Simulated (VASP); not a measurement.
# Re (Im-3m) in VASP: further runs

Runs on Re. Level: PBEsol. Tasks: single point.

Everything below comes from runs of VASP 6.6.1. Logs are shortened: lines on timing, memory, paths and dates and some standing lists are left out, and cuts for length are marked.

### Step 1. The cell of the first run

The structure is cubic, space group Im-3m (No. 229). The conventional cell has a = 2.957 Å, b = 2.957 Å, c = 2.957 Å, α = 90.00°, β = 90.00°, γ = 90.00°. Re (site symmetry m-3m) has 14 Re at 2.56 to 2.96 Å within 3.4 Å.

### Step 2. Single point, PBEsol (volume scaled by 0.88)

The input, INCAR:

```
  ALGO = Normal
  EDIFF = 1E-7
  ENCUT = 520
  GGA = PS
  ISIF = 2
  ISMEAR = -1
  LASPH = True
  LCHARG = False
  LREAL = False
  LWAVE = False
  NBANDS = 10
  NELM = 60
  PREC = Accurate
  SIGMA = 0.1
```

The input, KPOINTS:

```
k-points
0
Gamma
  17 17 17
```

The input, POSCAR:

```
Re
1.0
   -1.4782807757      1.4782807757      1.4782807757
    1.4782807757     -1.4782807757      1.4782807757
    1.4782807757      1.4782807757     -1.4782807757
Re
1
Direct
    0.0000000000      0.0000000000      0.0000000000
```

Potentials or basis: VASP PAW PBE potentials, release 64 (Re).

Command:

```bash
> cat potpaw_PBE.64/Re/POTCAR > POTCAR
> mpirun -np 1 vasp_std > vasp.out
```

OUTCAR:

```text
EDIFF = 1E-7
   ENCUT = 520
   GGA = PS
   ISIF = 2
   ISMEAR = -1
   LASPH = True
   LREAL = False
   NELM = 60
   PREC = Accurate

 ion  position               nearest neighbor table
   1  0.000  0.000  0.000-

  LATTYP: Found a body centered cubic cell.
 ALAT       =     2.9565615514

  Lattice vectors:

 A1 = (  -1.4782807757,   1.4782807757,   1.4782807757)
 A2 = (   1.4782807757,  -1.4782807757,   1.4782807757)
 A3 = (   1.4782807757,   1.4782807757,  -1.4782807757)

Analysis of symmetry for initial positions (statically):
=====================================================================
 Subroutine PRICEL returns:
 Original cell was already a primitive cell.

 Routine SETGRP: Setting up the symmetry group for a
 body centered cubic supercell.

 Subroutine GETGRP returns: Found 48 space group operations
 (whereof 48 operations were pure point group operations)
 out of a pool of 48 trial point group operations.

The static configuration has the point symmetry O_h .

Analysis of symmetry for dynamics (positions and initial velocities):
=====================================================================
 Subroutine PRICEL returns:
 Original cell was already a primitive cell.

 Routine SETGRP: Setting up the symmetry group for a
 body centered cubic supercell.

 Subroutine GETGRP returns: Found 48 space group operations
 (whereof 48 operations were pure point group operations)
 out of a pool of 48 trial point group operations.

The dynamic configuration has the point symmetry O_h .

 Subroutine INISYM returns: Found 48 space group operations
 (whereof 48 operations are pure point group operations),
 and found     1 'primitive' translations

----------------------------------------------------------------------------------------

                                     Primitive cell

  volume of cell :      12.9220

  direct lattice vectors                    reciprocal lattice vectors
    -1.478280776  1.478280776  1.478280776     0.000000000  0.338230740  0.338230740
     1.478280776 -1.478280776  1.478280776     0.338230740  0.000000000  0.338230740
     1.478280776  1.478280776 -1.478280776     0.338230740  0.338230740  0.000000000

  length of vectors
     2.560457411  2.560457411  2.560457411     0.478330499  0.478330499  0.478330499

  position of ions in fractional coordinates (direct lattice)
     0.000000000  0.000000000  0.000000000

  ion indices of the primitive-cell ions
   primitive index   ion index
                 1           1

----------------------------------------------------------------------------------------

 KPOINTS: k-points

Automatic generation of k-mesh.
 Grid dimensions read from file:
 generate k-points for:   17   17   17

 Generating k-lattice:

  Cartesian coordinates                     Fractional coordinates (reciprocal lattice)
     0.000000000  0.019895926  0.019895926     0.058823529  0.000000000  0.000000000
     0.019895926  0.000000000  0.019895926     0.000000000  0.058823529  0.000000000
     0.019895926  0.019895926  0.000000000     0.000000000  0.000000000  0.058823529

  Length of vectors
     0.028137088  0.028137088  0.028137088

  Shift w.r.t. Gamma in fractional coordinates (k-lattice)
     0.000000000  0.000000000  0.000000000

 Subroutine IBZKPT returns following result:
 ===========================================

 Found    165 irreducible k-points:

 Following reciprocal coordinates:
            Coordinates               Weight
  0.000000  0.000000  0.000000      1.000000
  0.058824  0.000000  0.000000     12.000000
  0.117647  0.000000  0.000000     12.000000
  0.176471  0.000000  0.000000     12.000000
  0.235294  0.000000  0.000000     12.000000
  0.294118  0.000000  0.000000     12.000000
[... 16 lines left out ...]
  0.411765  0.117647  0.000000     48.000000
  0.176471  0.176471  0.000000     24.000000
 [... further k-points ...]
   k-points           NKPTS =    165   k-points in BZ     NKDIM =    165   number of bands    NBANDS=     10
   number of dos      NEDOS =    301   number of ions     NIONS =      1
   total plane-waves  NPLWV =   8000
   dimension x,y,z NGX =    20 NGY =   20 NGZ =   20
   dimension x,y,z NGXF=    40 NGYF=   40 NGZF=   40
   ions per type =               1
   NGX,Y,Z   is equivalent  to a cutoff of  12.99, 12.99, 12.99 a.u.
   NGXF,Y,Z  is equivalent  to a cutoff of  25.97, 25.97, 25.97 a.u.
 SYSTEM =  unknown system
   PREC   = accura    normal or accurate (medium, high low for compatibility)
   ISTART =      0    job   : 0-new  1-cont  2-samecut
   ICHARG =      2    charge: 1-file 2-atom 10-const
   ISPIN  =      1    spin polarized calculation?
   LNONCOLLINEAR =      F non collinear calculations
   LSORBIT =      F    spin-orbit coupling
   LASPH  =      T    aspherical Exc in radial PAW
   ENCUT  =  520.0 eV  38.22 Ry    6.18 a.u.   4.76  4.76  4.76*2*pi/ulx,y,z
   NELM   =     60;   NELMIN=  2; NELMDL= -5     # of ELM steps
   EDIFF  = 0.1E-06   stopping-criterion for ELM
   LREAL  =      F    real-space projection
   EDIFFG = 0.1E-05   stopping-criterion for IOM
   NSW    =      0    number of steps for IOM
   IBRION =     -1    ionic relax: 0-MD 1-quasi-New 2-CG
   NFREE  =      0    steps in history (QN), initial steepest desc. (CG)
   ISIF   =      2    stress and relaxation
   ISYM   =      2    0-nonsym 1-usesym 2-fastsym
   POTIM  = 0.5000    time-step for ionic-motion
   TEBEG  =    0.0;   TEEND  =   0.0 temperature during run
   PSTRESS=    0.0 pullay stress
   NELECT =       7.0000    total number of electrons
   NUPDOWN=      -1.0000    fix difference up-down
   EMIN   =  10.00;   EMAX   =-10.00  energy-range for DOS
   EFERMI =   0.00;   METHOD = LEGACY
   ISMEAR =    -1;   SIGMA  =   0.10  broadening in eV -4-tet -1-fermi 0-gaus
   EFERMI_NEDOS =   21; number of points for ismear=-14 and -15
   IALGO  =     38    algorithm
   IMIX   =      4    mixing-type and parameters
     AMIX     =   0.40;   BMIX     =  1.00
     AMIX_MAG =   1.60;   BMIX_MAG =  1.00
  volume/ion in A,a.u.               =      12.92        87.20
  Fermi-wavevector in a.u.,A,eV,Ry     =   1.334537  2.521909 24.231823  1.780989
  Thomas-Fermi vector in A             =   2.463311
   LORBIT       =      0    0 simple, 1 ext, 2 COOP (PROOUT), +10 PAW based schemes
   GGA     = PS    functional components
   LHFCALC =     F    Hartree Fock is set to
   AEXX    =    0.0000 exact exchange contribution
   IVDW    =     0    specifies the selected vdW correction
   LEPSILON=     F    determine dielectric tensor
   LRPA    =     F    only Hartree local field effects (RPA)
 non-spin polarized calculation
  energy-cutoff  :      520.00
  volume of cell :       12.92
 maximum number of plane-waves:       370
   NGX =  9   NGY =  9   NGZ =  9

 number of electron       6.9999999 magnetization

 Free energy of the ion-electron system (eV)
  ---------------------------------------------------
  ext. energy  EPLUGINS =         0.00000000
  ---------------------------------------------------
  free energy    TOTEN  =       -12.73713574 eV

  energy without entropy =      -12.71313822  energy(sigma->0) =      -12.72513698

 E-fermi :  10.4672     XC(G=0): -14.5433

 val. band max:       10.4450430217   @ k =   0.2353   0.1765   0.0000
 cond. band min:      10.4888427645   @ k =   0.2353   0.0588   0.0000
 fundamental gap:      0.0437997428
 Fermi energy:        10.4672064638

 k-point     1 :       0.0000    0.0000    0.0000
  band No.  band energies     occupation
      1      -1.3754      2.00000
      2       7.2386      2.00000
      3       7.2386      2.00000
      4       7.2386      2.00000
      5      11.3230      0.00038
      6      11.3230      0.00038
      7      26.2695      0.00000
      8      26.2695      0.00000
      9      26.2695      0.00000
     10      40.4356      0.00000

 k-point     2 :       0.0588    0.0000    0.0000
  band No.  band energies     occupation
      1      -1.1753      2.00000
      2       7.1193      2.00000
      3       7.2192      2.00000
      4       7.4368      2.00000
      5      11.1324      0.00258
      6      11.3269      0.00037
      7      26.4398      0.00000
      8      26.6049      0.00000
      9      26.7637      0.00000
     10      38.7762      0.00000

 k-point     3 :       0.1176    0.0000    0.0000
  band No.  band energies     occupation
      1      -0.6048      2.00000
      2       6.7925      2.00000
      3       7.1263      2.00000
      4       8.0233      2.00000
      5      10.7411      0.12148
      6      11.3480      0.00030
      7      26.8579      0.00000
      8      27.5776      0.00000
      9      28.0070      0.00000
     10      36.3955      0.00000

 k-point     4 :       0.1765    0.0000    0.0000
  band No.  band energies     occupation
      1       0.2346      2.00000
      2       6.3334      2.00000
      3       6.9261      2.00000
      4       8.9736      2.00000
      5      10.4946      0.86395
      6      11.4096      0.00016
      7      27.1710      0.00000
      8      29.1041      0.00000
      9      29.2463      0.00000
     10      34.7096      0.00000
[... 222 lines left out ...]
 k-point    22 :       0.3529    0.1176   -0.0000
  band No.  band energies     occupation
      1       2.3706      2.00000
      2       4.8207      2.00000
      3       8.2469      2.00000
      4      11.1232      0.00283
      5      12.5874      0.00000
      6      16.0063      0.00000
      7      23.0985      0.00000
      8      24.5982      0.00000
      9      29.9119      0.00000
     10      35.6478      0.00000

 k-point    23 :       0.4118    0.1176    0.0000
  band No.  band energies     occupation
      1       2.2660      2.00000
      2       4.6980      2.00000
      3       9.0265      2.00000
      4      11.1274      0.00271
      5      12.9537      0.00000
      6      17.0351      0.00000
      7      22.0585      0.00000
      8      23.8635      0.00000
      9      29.0086      0.00000
     10      35.6768      0.00000

 k-point    24 :       0.1765    0.1765    0.0000
  band No.  band energies     occupation
      1       2.4384      2.00000
      2       5.5964      2.00000
      3       5.9577      2.00000
      4      10.1740      1.89884
      5      12.1858      0.00000
      6      12.7269      0.00000
      7      26.2582      0.00000
      8      28.5163      0.00000
      9      31.2845      0.00000
     10      32.2825      0.00000

 [... further k-points ...]
[... 5 lines left out ...]
  --------------------------------------------------------------------------------------
  -------------------------------------------------------------------------------------
  Total        5.3575070      5.3575070      5.3575070     -0.0000000      0.0000000     -0.0000000
  in kB      664.2668002    664.2668002    664.2668002     -0.0000000      0.0000000     -0.0000000
  external PRESSURE =     664.2668002 kB  Pullay stress =       0.0000000 kB

 VOLUME and BASIS-vectors are now :
 -----------------------------------------------------------------------------
  energy-cutoff  :      520.00
  volume of cell :       12.92
      direct lattice vectors                 reciprocal lattice vectors
    -1.478280776  1.478280776  1.478280776     0.000000000  0.338230740  0.338230740
     1.478280776 -1.478280776  1.478280776     0.338230740  0.000000000  0.338230740
     1.478280776  1.478280776 -1.478280776     0.338230740  0.338230740  0.000000000

 POSITION                                       TOTAL-FORCE (eV/Angst)
 -----------------------------------------------------------------------------------
      0.00000      0.00000      0.00000        -0.000000     -0.000000      0.000000
 -----------------------------------------------------------------------------------
    total drift:                                0.000000      0.000000      0.000000

  FREE ENERGIE OF THE ION-ELECTRON SYSTEM (eV)
  ---------------------------------------------------
  free  energy   TOTEN  =       -12.7371357353 eV

  energy  without entropy=      -12.7131382198  energy(sigma->0) =      -12.72513698
```

Wall time 14 s (1 thread of AMD EPYC 9R45 (Zen 5), shared host); peak memory 0.11 GiB.

What came out:

```yaml
Free_energy: -12.7371 eV
Pressure: 66.4 GPa
```

Levels at points of the mesh, in eV from the Fermi level:
| k point | band 1 | band 2 | band 3 | band 4 | band 5 | band 6 | band 7 |
| --- | --- | --- | --- | --- | --- | --- | --- |
| (0.00, 0.00, 0.00) | -11.84 | -3.23 | -3.23 | -3.23 | 0.86 | 0.86 | 15.80 |

Caveat: the cell differs from its parent crystal (volume scaled by 0.88); the PAW data sets were made with another functional, which shifts forces and pressure a little; spin-orbit coupling is left out, which moves the levels of the heavy elements.

### Step 3. Single point, PBEsol

This run uses another cell than the first one, of 14.68 Å³/atom, 1.136 times its volume.

The input, INCAR:

```
PREC     = Accurate       # precision mode
ENCUT    = 520            # plane-wave cutoff, eV
EDIFF    = 1E-6           # SCF threshold, eV
ISMEAR   = -1             # smearing method
SIGMA    = 0.1            # smearing width, eV
LREAL    = False          # projectors in reciprocal space
LASPH    = True           # aspherical terms in the spheres
NELM     = 80             # most SCF steps
ALGO     = Normal         # electronic algorithm
ISIF     = 2              # what is computed and relaxed
LWAVE    = False          # write WAVECAR
LCHARG   = False          # write CHGCAR
GGA      = PS             # functional
NBANDS   = 10             # bands
```

The input, KPOINTS:

```
Automatic mesh
0
Gamma
  17 17 17
```

The input, POSCAR:

```
Re
1.0
   -1.5426333110      1.5426333110      1.5426333110
    1.5426333110     -1.5426333110      1.5426333110
    1.5426333110      1.5426333110     -1.5426333110
Re
1
Direct
    0.0000000000      0.0000000000      0.0000000000
```

Potentials or basis: VASP PAW PBE potentials, release 64 (Re).

Command:

```bash
> cat potpaw_PBE.64/Re/POTCAR > POTCAR
> mpirun -np 1 vasp_std > vasp.out
```

Run time: 15 s. Hardware: 1 thread of AMD EPYC 9R45 (Zen 5), shared host; peak memory 0.11 GiB.

The run converged. Its results:

| Item | Value |
| --- | --- |
| Free energy | -13.0633 eV |
| Pressure | 0.0 GPa |

Levels at points of the mesh, in eV from the Fermi level:
```tsv
k point	band 1	band 2	band 3	band 4	band 5	band 6	band 7	band 8
(0.00, 0.00, 0.00)	-10.85	-2.74	-2.74	-2.74	0.74	0.74	15.58	15.58
```

Caveat: the PAW data sets were made with another functional, which shifts forces and pressure a little; spin-orbit coupling is left out, which moves the levels of the heavy elements.
